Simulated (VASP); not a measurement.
# GdO (F-43m) in VASP: notebook

The runs below take GdO through single point, with PBE+U, PBEsol+U, BLYP+D3(BJ)+U.

Program: VASP 6.6.1. These are calculated values, not measurements. Logs are shortened: lines on timing, memory, paths and dates and some standing lists are left out, and cuts for length are marked.

**1. The cell of the first run**

Symmetry: F-43m, No. 216, cubic system. The conventional cell has a = 5.400 Å, b = 5.400 Å, c = 5.400 Å, α = 90.00°, β = 90.00°, γ = 90.00°. Within 3.1 Å of Gd (site symmetry -43m) lie 4 O at 2.34 Å. Within 3.1 Å of O (site symmetry -43m) lie 4 Gd at 2.34 Å.

**2. Single point, PBE+U, collinear spin, ferromagnetic start**

File INCAR:

```
PREC = Accurate ; ENCUT = 520
EDIFF = 1E-6 ; ISMEAR = 0
SIGMA = 0.05 ; LREAL = False
LASPH = True ; NELM = 150
ALGO = Normal ; ISIF = 2
LWAVE = False ; LCHARG = False
ISPIN = 2 ; MAGMOM = 7 0
LORBIT = 11 ; LMAXMIX = 6
LDAU = True ; LDAUTYPE = 2
LDAUL = 3 -1 ; LDAUU = 6 0
LDAUJ = 0 0 ; LDAUPRINT = 1
GGA = PE ; NBANDS = 23
```

File KPOINTS:

```
regular mesh
0
Gamma
  5 5 5
```

File POSCAR:

```
GdO
1.0
    0.0000000000      2.7000000000      2.7000000000
    2.7000000000      0.0000000000      2.7000000000
    2.7000000000      2.7000000000      0.0000000000
Gd O
1 1
Direct
    0.0000000000      0.0000000000      0.0000000000
    0.2500000000      0.2500000000      0.2500000000
```

Potentials or basis: VASP PAW PBE potentials, release 64 (Gd, O).

Started as:

```sh
cat potpaw_PBE.64/Gd/POTCAR potpaw_PBE.64/O/POTCAR > POTCAR
mpirun -np 1 vasp_std > vasp.out
```

OUTCAR:

```text
PREC = Accurate
   ENCUT = 520
   EDIFF = 1E-6
   ISMEAR = 0
   LREAL = False
   LASPH = True
   NELM = 150
   ISIF = 2
   ISPIN = 2
   LORBIT = 11
   GGA = PE

 ion  position               nearest neighbor table
   1  0.000  0.000  0.000-   2 2.34   2 2.34   2 2.34   2 2.34
   2  0.250  0.250  0.250-   1 2.34   1 2.34   1 2.34   1 2.34

  LATTYP: Found a face centered cubic cell.
 ALAT       =     5.4000000000

  Lattice vectors:

 A1 = (   0.0000000000,   2.7000000000,   2.7000000000)
 A2 = (   2.7000000000,   0.0000000000,   2.7000000000)
 A3 = (   2.7000000000,   2.7000000000,   0.0000000000)

Analysis of symmetry for initial positions (statically):
=====================================================================
 Subroutine PRICEL returns:
 Original cell was already a primitive cell.

 Routine SETGRP: Setting up the symmetry group for a
 face centered cubic supercell.

 Subroutine GETGRP returns: Found 24 space group operations
 (whereof 24 operations were pure point group operations)
 out of a pool of 48 trial point group operations.

The static configuration has the point symmetry T_d .

Analysis of symmetry for dynamics (positions and initial velocities):
=====================================================================
 Subroutine PRICEL returns:
 Original cell was already a primitive cell.

 Routine SETGRP: Setting up the symmetry group for a
 face centered cubic supercell.

 Subroutine GETGRP returns: Found 24 space group operations
 (whereof 24 operations were pure point group operations)
 out of a pool of 48 trial point group operations.

The dynamic configuration has the point symmetry T_d .

Analysis of structural, dynamic, and magnetic symmetry:
=====================================================================
 Subroutine PRICEL returns:
 Original cell was already a primitive cell.

 Routine SETGRP: Setting up the symmetry group for a
 face centered cubic supercell.

 Subroutine GETGRP returns: Found 24 space group operations
 (whereof 24 operations were pure point group operations)
 out of a pool of 48 trial point group operations.

The overall configuration has the point symmetry T_d .

 Subroutine INISYM returns: Found 24 space group operations
 (whereof 24 operations are pure point group operations),
 and found     1 'primitive' translations

----------------------------------------------------------------------------------------

                                     Primitive cell

  volume of cell :      39.3660

  direct lattice vectors                    reciprocal lattice vectors
     0.000000000  2.700000000  2.700000000    -0.185185185  0.185185185  0.185185185
     2.700000000  0.000000000  2.700000000     0.185185185 -0.185185185  0.185185185
     2.700000000  2.700000000  0.000000000     0.185185185  0.185185185 -0.185185185

  length of vectors
     3.818376618  3.818376618  3.818376618     0.320750150  0.320750150  0.320750150

[... 109 lines left out ...]
 onsite density matrix

spin component  1

  0.9919  0.0000 -0.0001 -0.0000  0.0000  0.0000  0.0000
  0.0000  0.9986 -0.0000  0.0000  0.0000 -0.0000 -0.0000
 -0.0001 -0.0000  0.9920  0.0000 -0.0000  0.0000  0.0000
 -0.0000  0.0000  0.0000  0.9919 -0.0000 -0.0000 -0.0000
  0.0000  0.0000 -0.0000 -0.0000  0.9920  0.0000  0.0001
  0.0000 -0.0000  0.0000 -0.0000  0.0000  0.9921  0.0000
  0.0000 -0.0000  0.0000 -0.0000  0.0001  0.0000  0.9919

spin component  2

  0.0034  0.0000 -0.0001  0.0000 -0.0000 -0.0000  0.0000
  0.0000  0.0091 -0.0000  0.0000  0.0000  0.0000 -0.0000
 -0.0001 -0.0000  0.0034  0.0000  0.0000  0.0000 -0.0000
  0.0000  0.0000  0.0000  0.0033 -0.0000  0.0000  0.0000
 -0.0000  0.0000  0.0000 -0.0000  0.0034 -0.0000  0.0001
 -0.0000  0.0000  0.0000  0.0000 -0.0000  0.0035 -0.0000
  0.0000 -0.0000 -0.0000  0.0000  0.0001 -0.0000  0.0034

 occupancies and eigenvectors

  o =  0.0033  v =  0.0000  0.0000  0.0000  0.0000  0.0000  0.0000  0.0000  0.0006  0.0000  0.0004 -1.0000 -0.0011  0.0000  0.0014      0.0000  0.0000  0.0000  0.0000  0.0000  0.0000  0.0000  0.0000  0.0000  0.0000  0.0000  0.0000  0.0000  0.0000
  o =  0.0033  v =  0.0000  0.0000  0.0000  0.0000  0.0000  0.0000  0.0000 -0.0003  0.0000 -0.0002  0.0018 -0.6124 -0.0000  0.7906      0.0000  0.0000  0.0000  0.0000  0.0000  0.0000  0.0000  0.0000  0.0000  0.0000  0.0000  0.0000  0.0000  0.0000
  o =  0.0033  v =  0.0000  0.0000  0.0000  0.0000  0.0000  0.0000  0.0000  0.7906 -0.0000  0.6124  0.0007 -0.0002 -0.0000  0.0003      0.0000  0.0000  0.0000  0.0000  0.0000  0.0000  0.0000  0.0000  0.0000  0.0000  0.0000  0.0000  0.0000  0.0000
  o =  0.0035  v =  0.0000  0.0000  0.0000  0.0000  0.0000  0.0000  0.0000 -0.6124  0.0000  0.7906 -0.0000  0.0003 -0.0002  0.0003      0.0000  0.0000  0.0000  0.0000  0.0000  0.0000  0.0000  0.0000  0.0000  0.0000  0.0000  0.0000  0.0000  0.0000
  o =  0.0035  v =  0.0000  0.0000  0.0000  0.0000  0.0000  0.0000  0.0000  0.0003  0.0000 -0.0003 -0.0000  0.7906  0.0007  0.6124      0.0000  0.0000  0.0000  0.0000  0.0000  0.0000  0.0000  0.0000  0.0000  0.0000  0.0000  0.0000  0.0000  0.0000
  o =  0.0035  v =  0.0000  0.0000  0.0000  0.0000  0.0000  0.0000  0.0000  0.0001  0.0000 -0.0002 -0.0000  0.0006 -1.0000  0.0004      0.0000  0.0000  0.0000  0.0000  0.0000  0.0000  0.0000  0.0000  0.0000  0.0000  0.0000  0.0000  0.0000  0.0000
  o =  0.0091  v =  0.0000  0.0000  0.0000  0.0000  0.0000  0.0000  0.0000  0.0000  1.0000 -0.0000  0.0000  0.0000  0.0000 -0.0000      0.0000  0.0000  0.0000  0.0000  0.0000  0.0000  0.0000  0.0000  0.0000  0.0000  0.0000  0.0000  0.0000  0.0000
  o =  0.9919  v =  0.0000  0.0000 -0.0000  0.9951  0.0607  0.0000 -0.0783  0.0000  0.0000  0.0000  0.0000  0.0000  0.0000  0.0000      0.0000  0.0000  0.0000  0.0000  0.0000  0.0000  0.0000  0.0000  0.0000  0.0000  0.0000  0.0000  0.0000  0.0000
  o =  0.9919  v = -0.7906  0.0000 -0.6124 -0.0000  0.0000  0.0000  0.0000  0.0000  0.0000  0.0000  0.0000  0.0000  0.0000  0.0000      0.0000  0.0000  0.0000  0.0000  0.0000  0.0000  0.0000  0.0000  0.0000  0.0000  0.0000  0.0000  0.0000  0.0000
  o =  0.9919  v =  0.0000 -0.0000  0.0000  0.0991 -0.6094 -0.0000  0.7867  0.0000  0.0000  0.0000  0.0000  0.0000  0.0000  0.0000      0.0000  0.0000  0.0000  0.0000  0.0000  0.0000  0.0000  0.0000  0.0000  0.0000  0.0000  0.0000  0.0000  0.0000
  o =  0.9921  v =  0.0000 -0.0000  0.0000 -0.0000 -0.0682  0.9963 -0.0529  0.0000  0.0000  0.0000  0.0000  0.0000  0.0000  0.0000      0.0000  0.0000  0.0000  0.0000  0.0000  0.0000  0.0000  0.0000  0.0000  0.0000  0.0000  0.0000  0.0000  0.0000
  o =  0.9921  v = -0.6124 -0.0000  0.7906  0.0000 -0.0000 -0.0000 -0.0000  0.0000  0.0000  0.0000  0.0000  0.0000  0.0000  0.0000      0.0000  0.0000  0.0000  0.0000  0.0000  0.0000  0.0000  0.0000  0.0000  0.0000  0.0000  0.0000  0.0000  0.0000
  o =  0.9921  v =  0.0000 -0.0000 -0.0000 -0.0000 -0.7876 -0.0863 -0.6101  0.0000  0.0000  0.0000  0.0000  0.0000  0.0000  0.0000      0.0000  0.0000  0.0000  0.0000  0.0000  0.0000  0.0000  0.0000  0.0000  0.0000  0.0000  0.0000  0.0000  0.0000
  o =  0.9986  v =  0.0000 -1.0000 -0.0000  0.0000  0.0000 -0.0000 -0.0000  0.0000  0.0000  0.0000  0.0000  0.0000  0.0000  0.0000      0.0000  0.0000  0.0000  0.0000  0.0000  0.0000  0.0000  0.0000  0.0000  0.0000  0.0000  0.0000  0.0000  0.0000

 number of electron      23.9999990 magnetization       7.9620426

 Free energy of the ion-electron system (eV)
  ---------------------------------------------------
  ext. energy  EPLUGINS =         0.00000000
  ---------------------------------------------------
  free energy    TOTEN  =       -21.68947206 eV

  energy without entropy =      -21.68811557  energy(sigma->0) =      -21.68879382

 E-fermi :   4.1248     XC(G=0): -10.0832

 val. band max:        4.1058677397   @ k =   0.4000   0.0000   0.0000
 cond. band min:       4.1584475653   @ k =   0.2000   0.0000   0.0000
 fundamental gap:      0.0525798256
 Fermi energy:         4.1248331478

 spin component 1

 k-point     1 :       0.0000    0.0000    0.0000
  band No.  band energies     occupation
      1     -41.8460      1.00000
      2     -19.0328      1.00000
      3     -19.0328      1.00000
      4     -19.0328      1.00000
      5     -15.3385      1.00000
      6      -4.4166      1.00000
[... 249 lines left out ...]
     22      12.5508      0.00000
     23      13.7959      0.00000
 Fermi energy:         4.1248331478

 spin component 2

 k-point     1 :       0.0000    0.0000    0.0000
  band No.  band energies     occupation
      1     -38.5857      1.00000
      2     -16.6209      1.00000
      3     -16.6209      1.00000
      4     -16.6209      1.00000
      5     -15.2118      1.00000
      6      -1.3737      1.00000
[... 249 lines left out ...]
     22      14.0045      0.00000
     23      15.3889      0.00000

------------------------ aborting loop because EDIFF is reached ----------------------------------------

  FORCE on cell =-STRESS in cart. coord.  units (eV):
  Direction    XX          YY          ZZ          XY          YZ          ZX
  --------------------------------------------------------------------------------------
  -------------------------------------------------------------------------------------
  Total       -0.0371311     -0.0371311     -0.0371311      0.0000000      0.0000000     -0.0000000
  in kB       -1.5112177     -1.5112177     -1.5112177      0.0000000      0.0000000     -0.0000000
  external PRESSURE =      -1.5112177 kB  Pullay stress =       0.0000000 kB

 VOLUME and BASIS-vectors are now :
 -----------------------------------------------------------------------------
  energy-cutoff  :      520.00
  volume of cell :       39.37
      direct lattice vectors                 reciprocal lattice vectors
     0.000000000  2.700000000  2.700000000    -0.185185185  0.185185185  0.185185185
     2.700000000  0.000000000  2.700000000     0.185185185 -0.185185185  0.185185185
     2.700000000  2.700000000  0.000000000     0.185185185  0.185185185 -0.185185185

 POSITION                                       TOTAL-FORCE (eV/Angst)
 -----------------------------------------------------------------------------------
      0.00000      0.00000      0.00000         0.000000      0.000000      0.000000
      1.35000      1.35000      1.35000        -0.000000      0.000000     -0.000000
 -----------------------------------------------------------------------------------
    total drift:                                0.000000      0.000000     -0.000000

  FREE ENERGIE OF THE ION-ELECTRON SYSTEM (eV)
  ---------------------------------------------------
  free  energy   TOTEN  =       -21.6894720598 eV

  energy  without entropy=      -21.6881155722  energy(sigma->0) =      -21.68879382

 total charge

# of ion       s       p       d       f       tot
--------------------------------------------------
    1        2.034   5.642   0.514   6.973  15.163
    2        1.567   3.437   0.000   0.000   5.003
--------------------------------------------------
tot          3.600   9.079   0.514   6.973  20.166

 magnetization (x)

# of ion       s       p       d       f       tot
--------------------------------------------------
    1        0.007  -0.057   0.209   6.916   7.074
    2        0.006   0.002   0.000   0.000   0.008
--------------------------------------------------
tot          0.012  -0.054   0.209   6.916   7.083
```

Wall time 18 s (1 thread of AMD EPYC 9R45 (Zen 5), shared host); peak memory 0.15 GiB.

Results:

```
Free energy                                           : -21.6895 eV
Pressure                                              : -0.2 GPa
Band gap on the k mesh                                : zero (filled and empty bands overlap)
Net moment                                            : 7.96 μB per cell
Site moments                                          : Gd +7.07; O +0.01 μB
Valence electrons inside the program's atomic spheres : Gd 15.16; O 5.00
```

Eigenvalues of the final occupation matrices:
| site | spin | trace | eigenvalues |
| --- | --- | --- | --- |
| site 1 f | 1 | 6.95 | 0.99 0.99 0.99 0.99 0.99 0.99 1.00 |
| site 1 f | 2 | 0.03 | 0.00 0.00 0.00 0.00 0.00 0.00 0.01 |

Caveat: the k points lie up to 0.40 Å⁻¹ apart, too coarse for converged energies and pressures of a metal; spin-orbit coupling is left out, which moves the levels of the heavy elements; a cell with one magnetic atom can't hold antiferromagnetic order, which such compounds often take.

(Part 1 of 2 ends here.)
